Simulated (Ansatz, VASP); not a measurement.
Given: the input of a run of Ansatz 0.2.0 on C.

The input input.yaml:

```yaml
crystal:
  lattice:
    - [2.098569211, -1.2116819937, 0.0]
    - [2.098569211, 1.2116819937, 0.0]
    - [-1.36043127, 0.0, 3.4554887337]
  atoms:
    - { symbol: C, position: [0.16664447, 0.16664447, 0.99990696] }
    - { symbol: C, position: [0.83335553, 0.83335553, 9.304e-05] }
hamiltonian:
  xc: lda
  pseudopotentials: { kind: paw }
kpoints:
  mp_grid: { grid: [13, 13, 8] }
scf:
  occupations: { method: fermi_dirac, width: 0.05 }
output:
  forces: true
  stress: true
  eigenvalues: true
```

Potentials or basis: Ansatz PAW.

Launch:

```console
$ ansatz run input.yaml --threads 2 --pin off --max-ram 5632MiB --backend cpu --events-out ev --progress --plain --runs-dir out
```

Question: Set up the same calculation for VASP 6.6.1. Potentials there: VASP PAW LDA potentials, release 64 (C).

Answer: As run (the cutoff follows the program's own potentials):

INCAR

```
PREC = Accurate
ENCUT = 520
EDIFF = 1E-6
ISMEAR = -1
SIGMA = 0.05
LREAL = F
LASPH = T
NELM = 100
ALGO = Normal
ISIF = 2
LWAVE = F
LCHARG = F
GGA = CA
NBANDS = 11
```

File KPOINTS:

```
Automatic mesh
0
Gamma
  13 13 8
```

The input POSCAR:

```
C
1.0
    2.0985692110     -1.2116819937      0.0000000000
    2.0985692110      1.2116819937      0.0000000000
   -1.3604312700      0.0000000000      3.4554887337
C
2
Direct
    0.1666444700      0.1666444700      0.9999069600
    0.8333555300      0.8333555300      0.0000930400
```

Potentials or basis: VASP PAW LDA potentials, release 64 (C).

Run with:

```console
$ cat potpaw_LDA.64/C/POTCAR > POTCAR
$ mpirun -np 1 vasp_std > vasp.out
```

Both were run:

|  | VASP | Ansatz | Ansatz less VASP |
| --- | --- | --- | --- |
| gap on the k mesh at the Fermi level (eV) | 0.91 | 0.91 | +0.002 |
| least direct gap on the mesh (eV) | 0.92 | 0.93 | +0.002 |
| pressure (GPa) | 8.3 | 7.5 | -0.78 |
| traceless stress, the component that is largest in VASP (GPa) | -9.21 | -8.28 | +0.931 |

LDA's correlation is that of Perdew and Zunger in VASP and of Perdew and Wang (1992) in Ansatz.

Noted on Ansatz's run: odd divisions of the mesh miss points on the zone boundary, where band edges often lie, so the gap on the mesh can be too wide.
